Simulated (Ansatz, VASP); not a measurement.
# One calculation of CaO, two programs

INCAR

```
SYSTEM = CaO
PREC     = Accurate       ! precision mode
ENCUT    = 520            ! plane-wave cutoff, eV
EDIFF    = 1E-7           ! SCF threshold, eV
ISMEAR   = -1             ! smearing method
SIGMA    = 0.05           ! smearing width, eV
LREAL    = .FALSE.        ! projectors in reciprocal space
LASPH    = .TRUE.         ! aspherical terms in the spheres
NELM     = 100            ! most SCF steps
ALGO     = Normal         ! electronic algorithm
ISIF     = 2              ! what is computed and relaxed
LWAVE    = .FALSE.        ! write WAVECAR
LCHARG   = .FALSE.        ! write CHGCAR
GGA      = PS             ! functional
NBANDS   = 15             ! bands
```

Contents of KPOINTS:

```
regular mesh
0
G
  10 10 10
  0 0 0
```

POSCAR

```
CaO
1.0
    0.0000000000      2.3544897713      2.3544897713
    2.3544897713      0.0000000000      2.3544897713
    2.3544897713      2.3544897713      0.0000000000
Ca O
1 1
Direct
    0.0000000000      0.0000000000      0.0000000000
    0.5000000000      0.5000000000      0.5000000000
```

input.yaml

```yaml
crystal:
  lattice:
    - [0.0, 2.3544897713, 2.3544897713]
    - [2.3544897713, 0.0, 2.3544897713]
    - [2.3544897713, 2.3544897713, 0.0]
  atoms:
    - { symbol: Ca, position: [0.0, 0.0, 0.0] }
    - { symbol: O, position: [0.5, 0.5, 0.5] }
kpoints:
  mp_grid: { grid: [10, 10, 10] }
scf:
  occupations: { method: fermi_dirac, width: 0.05 }
hamiltonian:
  xc: pbesol
  pseudopotentials: { kind: all_electron, lapw: { basis_error: 0.0005 } }
output:
  forces: true
  stress: true
  eigenvalues: true
```

Change from the starting cell: volume scaled by 0.94.

Alike in both runs: task single point; functional PBEsol; k mesh 10 × 10 × 10; occupations fermi-dirac, width 0.05 eV; no spin polarisation.

```csv
,VASP,Ansatz
version,VASP 6.6.1,Ansatz 0.2.0
potentials or method,"VASP PAW PBE potentials, release 64 (Ca_sv, O), cutoff 520 eV","all-electron LAPW, scalar-relativistic"
```

```csv
,VASP,Ansatz,Ansatz less VASP
gap on the k mesh at the Fermi level (eV),3.50,3.52,+0.020
least direct gap on the mesh (eV),3.86,3.88,+0.019
pressure (GPa),5.4,4.6,-0.77
```

VASP's potentials were made for PBE, not for PBEsol. Ansatz ran all-electron here, and VASP with PAW potentials.
